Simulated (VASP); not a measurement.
A run of VASP 6.6.1 is set up as follows.

Contents of POSCAR:

```
Ti
1.0
    2.9499978604      0.0000000000      0.0000000000
   -1.4749989302      2.5547730882      0.0000000000
    0.0000000000      0.0000000000      4.5454200000
Ti
2
Direct
    0.3333333333      0.6666666667      0.2500000000
    0.6666666667      0.3333333333      0.7500000000
```

File INCAR.step1:

```
  PREC = Accurate
  ENCUT = 520
  ISMEAR = 0
  SIGMA = 0.15
  LREAL = F
  LASPH = T
  NELM = 60
  NBANDS = 19
  GGA = PE
  ALGO = Normal
  EDIFF = 1E-4
  LWAVE = T
  LCHARG = F
```

The input INCAR.step2:

```
  PREC = Accurate
  ENCUT = 520
  EDIFF = 1E-6
  ISMEAR = 0
  SIGMA = 0.15
  LREAL = F
  LASPH = T
  NELM = 60
  ALGO = Normal
  ISIF = 2
  LWAVE = F
  LCHARG = T
  METAGGA = R2SCAN
  LMIXTAU = T
  LELF = T
  LVHAR = T
  NBANDS = 19
  ISTART = 1
```

KPOINTS

```
regular mesh
0
Gamma
  18 18 10
```

Potentials or basis: VASP PAW PBE potentials, release 64 (Ti_sv).

Launch:

```sh
$ cat potpaw_PBE.64/Ti_sv/POTCAR > POTCAR
$ cp INCAR.step1 INCAR
$ mpirun -np 1 vasp_std > vasp.out
$ cp INCAR.step2 INCAR
$ mpirun -np 1 vasp_std > vasp.out
```

(1) Estimate the band gap on the k mesh.

(2) Estimate the pressure.

Results:

(1) zero (bands 12 and 13 overlap by 1.20 eV).

(2) 1.6 GPa.

Caveat: the cell differs from its parent crystal (strain +0.000 along x and y, -0.030 along z); the PAW data sets were made with another functional, which shifts forces and pressure a little.
